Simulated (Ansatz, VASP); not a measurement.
**HfB2: VASP beside Ansatz**

```
Hf B
1.0
     0.00000    2.71608    2.71608
     2.71608    0.00000    2.71608
     2.71608    2.71608    0.00000
Hf B
1 2
Direct
  0.00000 0.00000 0.00000
  0.25000 0.25000 0.25000
  0.75000 0.75000 0.75000
```

Alike in both runs: task single point; functional PBE-based screened hybrid with a share of 0.05 of exact exchange and HFSCREEN = 0.2; k mesh 5 × 5 × 5; occupations fermi-dirac, width 0.05 eV; no spin polarisation.

```csv
,VASP,Ansatz
version,VASP 6.6.1,Ansatz 0.2.0
potentials or method,"VASP PAW PBE potentials, release 64 (Hf_pv, B)",Ansatz PAW
plane-wave cutoff (eV),520,420
valence electrons in the cell,16,32
```

|  | VASP | Ansatz | Ansatz less VASP |
| --- | --- | --- | --- |
| gap on the k mesh at the Fermi level (eV) | none | none | - |
| pressure (GPa) | -0.6 | -0.6 | -0.01 |

VASP's potentials were made for PBE, not for PBE-based screened hybrid. A gap of «none» marks a metal or a gap that the smearing closes. VASP's potentials hold 16 valence electrons a cell and Ansatz's 32, so a difference there can come from the potentials and not from the codes.

The k mesh is coarse, so the values compare programs but aren't converged. Spin-orbit coupling is off throughout.
